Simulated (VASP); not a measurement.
# SbSe2 (I4/mmm) in VASP: a series of runs

The runs below take SbSe2 through single point, relaxation of cell and atoms, with PBE.

All numbers are computed with VASP 6.6.1; they aren't measurements. Logs are shortened: lines on timing, memory, paths and dates and some standing lists are left out, and cuts for length are marked.

### Step 1. The cell of the first run

It takes space group I4/mmm (No. 139, tetragonal). Conventional cell: a = 3.682 Å, b = 3.682 Å, c = 10.454 Å, α = 90.00°, β = 90.00°, γ = 90.00°. Sb (site symmetry 4/mmm) has 10 Se at 3.04 to 3.66 Å and 4 Sb at 3.68 Å within 4.0 Å. Se (site symmetry 4mm) has 5 Sb at 3.04 to 3.66 Å and 9 Se at 3.13 to 3.68 Å within 4.0 Å.

### Step 2. Single point, PBE

Contents of INCAR:

```
PREC = Accurate
ENCUT = 520
EDIFF = 1E-6
ISMEAR = 0
SIGMA = 0.1
LREAL = False
LASPH = True
NELM = 100
ALGO = Normal
ISIF = 2
LWAVE = False
LCHARG = False
GGA = PE
NBANDS = 16
```

Contents of KPOINTS:

```
Automatic mesh
0
Gamma
  6 6 6
```

Contents of POSCAR:

```
SbSe2
1.0
   -1.8409388966      1.8409388966      5.2269274494
    1.8409388966     -1.8409388966      5.2269274494
    1.8409388966      1.8409388966     -5.2269274494
Sb Se
1 2
Direct
    0.0000000000      0.0000000000      0.0000000000
    0.6497391790      0.6497391790      0.0000000000
    0.3502608210      0.3502608210      0.0000000000
```

Potentials or basis: VASP PAW PBE potentials, release 64 (Sb, Se).

Launch:

```console
$ cat potpaw_PBE.64/Sb/POTCAR potpaw_PBE.64/Se/POTCAR > POTCAR
$ mpirun -np 1 vasp_std > vasp.out
```

OUTCAR:

```text
PREC = Accurate
   ENCUT = 520
   EDIFF = 1E-6
   ISMEAR = 0
   LREAL = False
   LASPH = True
   NELM = 100
   ISIF = 2
   GGA = PE

 ion  position               nearest neighbor table
   1  0.000  0.000  0.000-   2 3.04   2 3.04   2 3.04   3 3.04   2 3.04   3 3.04   3 3.04   3 3.04

   2  0.650  0.650  0.000-   1 3.04   1 3.04   1 3.04   1 3.04
   3  0.350  0.350  0.000-   1 3.04   1 3.04   1 3.04   1 3.04

  LATTYP: Found a body centered tetragonal cell.
 ALAT       =     3.6818777932
 C/A-ratio  =     2.8392726445

  Lattice vectors:

 A1 = (  -1.8409388966,   1.8409388966,   5.2269274494)
 A2 = (   1.8409388966,  -1.8409388966,   5.2269274494)
 A3 = (   1.8409388966,   1.8409388966,  -5.2269274494)

Analysis of symmetry for initial positions (statically):
=====================================================================
 Subroutine PRICEL returns:
 Original cell was already a primitive cell.

 Routine SETGRP: Setting up the symmetry group for a
 body centered tetragonal supercell.

 Subroutine GETGRP returns: Found 16 space group operations
 (whereof 16 operations were pure point group operations)
 out of a pool of 16 trial point group operations.

The static configuration has the point symmetry D_4h.

Analysis of symmetry for dynamics (positions and initial velocities):
=====================================================================
 Subroutine PRICEL returns:
 Original cell was already a primitive cell.

 Routine SETGRP: Setting up the symmetry group for a
 body centered tetragonal supercell.

 Subroutine GETGRP returns: Found 16 space group operations
 (whereof 16 operations were pure point group operations)
 out of a pool of 16 trial point group operations.

The dynamic configuration has the point symmetry D_4h.

 Subroutine INISYM returns: Found 16 space group operations
 (whereof 16 operations are pure point group operations),
 and found     1 'primitive' translations

----------------------------------------------------------------------------------------

                                     Primitive cell

  volume of cell :      70.8574

  direct lattice vectors                    reciprocal lattice vectors
    -1.840938897  1.840938897  5.226927449     0.000000000  0.271600541  0.095658492
     1.840938897 -1.840938897  5.226927449     0.271600541  0.000000000  0.095658492
     1.840938897  1.840938897 -5.226927449     0.271600541  0.271600541  0.000000000

  length of vectors
     5.839424852  5.839424852  5.839424852     0.287953817  0.287953817  0.384101168

  position of ions in fractional coordinates (direct lattice)
     0.000000000  0.000000000  0.000000000
     0.649739179  0.649739179  0.000000000
     0.350260821  0.350260821  0.000000000

  ion indices of the primitive-cell ions
   primitive index   ion index
                 1           1
                 2           2
                 3           3

----------------------------------------------------------------------------------------

 KPOINTS: Automatic mesh

Automatic generation of k-mesh.
 Grid dimensions read from file:
 generate k-points for:    6    6    6

 Generating k-lattice:

  Cartesian coordinates                     Fractional coordinates (reciprocal lattice)
     0.000000000  0.045266757  0.015943082     0.166666667  0.000000000  0.000000000
     0.045266757  0.000000000  0.015943082     0.000000000  0.166666667  0.000000000
     0.045266757  0.045266757  0.000000000     0.000000000  0.000000000  0.166666667

  Length of vectors
     0.047992303  0.047992303  0.064016861

  Shift w.r.t. Gamma in fractional coordinates (k-lattice)
     0.000000000  0.000000000  0.000000000

 Subroutine IBZKPT returns following result:
 ===========================================

 Found     30 irreducible k-points:

 Following reciprocal coordinates:
            Coordinates               Weight
  0.000000  0.000000  0.000000      1.000000
  0.166667  0.000000  0.000000      8.000000
  0.333333  0.000000 -0.000000      8.000000
  0.500000  0.000000 -0.000000      4.000000
  0.166667  0.166667  0.000000      8.000000
  0.333333  0.166667  0.000000     16.000000
[... 16 lines left out ...]
 -0.333333 -0.333333  0.166667      8.000000
 -0.166667 -0.333333  0.166667      8.000000
 [... further k-points ...]
   k-points           NKPTS =     30   k-points in BZ     NKDIM =     30   number of bands    NBANDS=     16
   number of dos      NEDOS =    301   number of ions     NIONS =      3
   total plane-waves  NPLWV = 110592
   dimension x,y,z NGX =    48 NGY =   48 NGZ =   48
   dimension x,y,z NGXF=    96 NGYF=   96 NGZF=   96
   ions per type =               1   2
   NGX,Y,Z   is equivalent  to a cutoff of  13.67, 13.67, 13.67 a.u.
   NGXF,Y,Z  is equivalent  to a cutoff of  27.33, 27.33, 27.33 a.u.
 SYSTEM =  unknown system
   PREC   = accura    normal or accurate (medium, high low for compatibility)
   ISTART =      0    job   : 0-new  1-cont  2-samecut
   ICHARG =      2    charge: 1-file 2-atom 10-const
   ISPIN  =      1    spin polarized calculation?
   LNONCOLLINEAR =      F non collinear calculations
   LSORBIT =      F    spin-orbit coupling
   LASPH  =      T    aspherical Exc in radial PAW
   ENCUT  =  520.0 eV  38.22 Ry    6.18 a.u.  10.86 10.86 10.86*2*pi/ulx,y,z
   NELM   =    100;   NELMIN=  2; NELMDL= -5     # of ELM steps
   EDIFF  = 0.1E-05   stopping-criterion for ELM
   LREAL  =      F    real-space projection
   EDIFFG = 0.1E-04   stopping-criterion for IOM
   NSW    =      0    number of steps for IOM
   IBRION =     -1    ionic relax: 0-MD 1-quasi-New 2-CG
   NFREE  =      0    steps in history (QN), initial steepest desc. (CG)
   ISIF   =      2    stress and relaxation
   ISYM   =      2    0-nonsym 1-usesym 2-fastsym
   POTIM  = 0.5000    time-step for ionic-motion
   TEBEG  =    0.0;   TEEND  =   0.0 temperature during run
   PSTRESS=    0.0 pullay stress
   NELECT =      17.0000    total number of electrons
   NUPDOWN=      -1.0000    fix difference up-down
   EMIN   =  10.00;   EMAX   =-10.00  energy-range for DOS
   EFERMI =   0.00;   METHOD = LEGACY
   ISMEAR =     0;   SIGMA  =   0.10  broadening in eV -4-tet -1-fermi 0-gaus
   EFERMI_NEDOS =   21; number of points for ismear=-14 and -15
   IALGO  =     38    algorithm
   IMIX   =      4    mixing-type and parameters
     AMIX     =   0.40;   BMIX     =  1.00
     AMIX_MAG =   1.60;   BMIX_MAG =  1.00
  volume/ion in A,a.u.               =      23.62       159.39
  Fermi-wavevector in a.u.,A,eV,Ry     =   1.017254  1.922331 14.079386  1.034806
  Thomas-Fermi vector in A             =   2.150644
   LORBIT       =      0    0 simple, 1 ext, 2 COOP (PROOUT), +10 PAW based schemes
   GGA     = PE    functional components
   LHFCALC =     F    Hartree Fock is set to
   AEXX    =    0.0000 exact exchange contribution
   IVDW    =     0    specifies the selected vdW correction
   LEPSILON=     F    determine dielectric tensor
   LRPA    =     F    only Hartree local field effects (RPA)
 non-spin polarized calculation
 Gauss-broadening in eV      SIGMA  =   0.10
  energy-cutoff  :      520.00
  volume of cell :       70.86
 maximum number of plane-waves:      1921
 NGX is ok and might be reduce to    48
   NGX = 21   NGY = 21   NGZ = 21

 number of electron      17.0000000 magnetization

 Free energy of the ion-electron system (eV)
  ---------------------------------------------------
  ext. energy  EPLUGINS =         0.00000000
  ---------------------------------------------------
  free energy    TOTEN  =       -10.60817263 eV

  energy without entropy =      -10.59766615  energy(sigma->0) =      -10.60291939

 E-fermi :   5.9482     XC(G=0): -10.1555

 val. band max:        5.9433746408   @ k =   0.1667   0.1667   0.1667
 cond. band min:       5.9513606608   @ k =   0.1667   0.1667   0.0000
 fundamental gap:      0.0079860200
 Fermi energy:         5.9482156462

 k-point     1 :       0.0000    0.0000    0.0000
  band No.  band energies     occupation
      1      -8.7862      2.00000
      2      -6.0372      2.00000
      3      -2.5856      2.00000
      4       2.6820      2.00000
      5       3.8363      2.00000
      6       3.8363      2.00000
[... 8 lines left out ...]
     15      15.9613      0.00000
     16      16.7636      0.00000

 k-point     2 :       0.1667    0.0000    0.0000
  band No.  band energies     occupation
      1      -8.5246      2.00000
      2      -6.0580      2.00000
      3      -2.6308      2.00000
      4       1.4183      2.00000
      5       2.5245      2.00000
      6       3.9607      2.00000
[... 8 lines left out ...]
     15      15.1460      0.00000
     16      16.4114      0.00000

 k-point     3 :       0.3333    0.0000   -0.0000
  band No.  band energies     occupation
      1      -7.8191      2.00000
      2      -6.1337      2.00000
      3      -3.3363      2.00000
      4       0.6915      2.00000
      5       1.8053      2.00000
      6       4.4382      2.00000
[... 8 lines left out ...]
     15      14.7334      0.00000
     16      14.9303      0.00000

 k-point     4 :       0.5000    0.0000   -0.0000
  band No.  band energies     occupation
      1      -7.2138      2.00000
      2      -6.3051      2.00000
      3      -3.9758      2.00000
      4       0.3502      2.00000
      5       2.6112      2.00000
      6       3.9926      2.00000
[... 8 lines left out ...]
     15      13.8095      0.00000
     16      14.6806      0.00000

 k-point     5 :       0.1667    0.1667    0.0000
  band No.  band energies     occupation
      1      -8.2170      2.00000
      2      -6.1698      2.00000
      3      -2.7096      2.00000
      4       1.6228      2.00000
      5       2.4052      2.00000
      6       2.6930      2.00000
[... 8 lines left out ...]
     15      14.0753      0.00000
     16      14.9141      0.00000

 k-point     6 :       0.3333    0.1667    0.0000
  band No.  band energies     occupation
      1      -7.5135      2.00000
      2      -6.2146      2.00000
      3      -3.3112      2.00000
      4       1.1008      2.00000
      5       1.9216      2.00000
      6       3.3311      2.00000
[... 8 lines left out ...]
     15      14.7312      0.00000
     16      15.3962      0.00000

 k-point     7 :       0.5000    0.1667    0.0000
  band No.  band energies     occupation
      1      -7.0713      2.00000
      2      -6.1964      2.00000
      3      -3.7241      2.00000
      4       0.7243      2.00000
      5       2.0808      2.00000
      6       3.1638      2.00000
[... 8 lines left out ...]
     15      14.2236      0.00000
     16      15.3190      0.00000

 k-point     8 :      -0.3333    0.1667    0.0000
  band No.  band energies     occupation
      1      -7.6974      2.00000
      2      -5.9526      2.00000
      3      -3.1030      2.00000
      4       0.8701      2.00000
      5       1.6201      2.00000
      6       2.9365      2.00000
[... 8 lines left out ...]
     15      14.9828      0.00000
     16      15.6866      0.00000

 k-point     9 :      -0.1667    0.1667    0.0000
  band No.  band energies     occupation
      1      -8.3283      2.00000
      2      -5.9366      2.00000
      3      -2.6619      2.00000
      4       1.3002      2.00000
      5       2.3234      2.00000
      6       2.7336      2.00000
[... 8 lines left out ...]
     15      14.3635      0.00000
     16      15.4076      0.00000
[... 172 lines left out ...]
 k-point    19 :      -0.1667    0.3333    0.1667
  band No.  band energies     occupation
      1      -7.2195      2.00000
      2      -6.2888      2.00000
      3      -4.0108      2.00000
      4       0.7426      2.00000
      5       1.7621      2.00000
      6       4.7548      2.00000
[... 8 lines left out ...]
     15      14.1734      0.00000
     16      14.5426      0.00000

 k-point    20 :       0.5000    0.5000    0.1667
  band No.  band energies     occupation
      1      -6.7821      2.00000
      2      -6.3346      2.00000
      3      -3.2333      2.00000
      4       0.5080      2.00000
      5       2.1282      2.00000
      6       2.4943      2.00000
[... 8 lines left out ...]
     15      16.3913      0.00000
     16      16.9680      0.00000

 k-point    21 :      -0.3333    0.5000    0.1667
  band No.  band energies     occupation
      1      -7.2040      2.00000
      2      -6.5993      2.00000
      3      -3.5023      2.00000
      4       1.6144      2.00000
      5       2.0541      2.00000
      6       3.2808      2.00000
[... 8 lines left out ...]
     15      14.4383      0.00000
     16      15.2615      0.00000

 k-point    22 :      -0.1667    0.5000    0.1667
  band No.  band energies     occupation
      1      -7.5432      2.00000
      2      -6.5219      2.00000
      3      -3.5767      2.00000
      4       1.2944      2.00000
      5       2.7182      2.00000
      6       4.1505      2.00000
[... 8 lines left out ...]
     15      14.1425      0.00000
     16      14.3667      0.00000

 k-point    23 :      -0.3333   -0.3333    0.1667
  band No.  band energies     occupation
      1      -7.8988      2.00000
      2      -6.7095      2.00000
      3      -2.8015      2.00000
      4       2.0526      2.00000
      5       2.4821      2.00000
      6       3.5621      2.00000
[... 8 lines left out ...]
     15      14.3487      0.00000
     16      14.8589      0.00000

 k-point    24 :      -0.1667   -0.3333    0.1667
  band No.  band energies     occupation
      1      -8.2983      2.00000
      2      -6.5346      2.00000
      3      -2.6046      2.00000
      4       1.9480      2.00000
      5       3.0965      2.00000
      6       3.5499      2.00000
[... 8 lines left out ...]
     15      13.5403      0.00000
     16      15.4085      0.00000

 [... further k-points ...]
[... 5 lines left out ...]
  --------------------------------------------------------------------------------------
  -------------------------------------------------------------------------------------
  Total       -0.0234739     -0.0234739     -0.0052949      0.0000000     -0.0000000      0.0000000
  in kB       -0.5307755     -0.5307755     -0.1197241      0.0000000     -0.0000000      0.0000000
  external PRESSURE =      -0.3937584 kB  Pullay stress =       0.0000000 kB

 VOLUME and BASIS-vectors are now :
 -----------------------------------------------------------------------------
  energy-cutoff  :      520.00
  volume of cell :       70.86
      direct lattice vectors                 reciprocal lattice vectors
    -1.840938897  1.840938897  5.226927449     0.000000000  0.271600541  0.095658492
     1.840938897 -1.840938897  5.226927449     0.271600541  0.000000000  0.095658492
     1.840938897  1.840938897 -5.226927449     0.271600541  0.271600541  0.000000000

 POSITION                                       TOTAL-FORCE (eV/Angst)
 -----------------------------------------------------------------------------------
      0.00000      0.00000      0.00000        -0.000000     -0.000000     -0.000000
      0.00000      0.00000      6.79228         0.000000      0.000000      0.002053
      0.00000      0.00000      3.66158        -0.000000     -0.000000     -0.002053
 -----------------------------------------------------------------------------------
    total drift:                                0.000000      0.000000     -0.000000

  FREE ENERGIE OF THE ION-ELECTRON SYSTEM (eV)
  ---------------------------------------------------
  free  energy   TOTEN  =       -10.6081726279 eV

  energy  without entropy=      -10.5976661473  energy(sigma->0) =      -10.60291939
```

Run time: 27 s. Hardware: 1 thread of Intel Xeon 6975P-C (Granite Rapids), shared host; peak memory 0.31 GiB.

Results:

| Quantity | Value |
| --- | --- |
| Free energy | -10.6082 eV |
| Pressure | 0.0 GPa |

Forces in eV/Å, atoms in the order of the input:
```
Sb   0.000  0.000  0.000
Se   0.000  0.000  0.002
Se   0.000  0.000 -0.002
```

Caveat: the k points lie up to 0.40 Å⁻¹ apart; spin-orbit coupling is left out, which moves the levels of the heavy elements.

(Continued in part 2 of 2.)
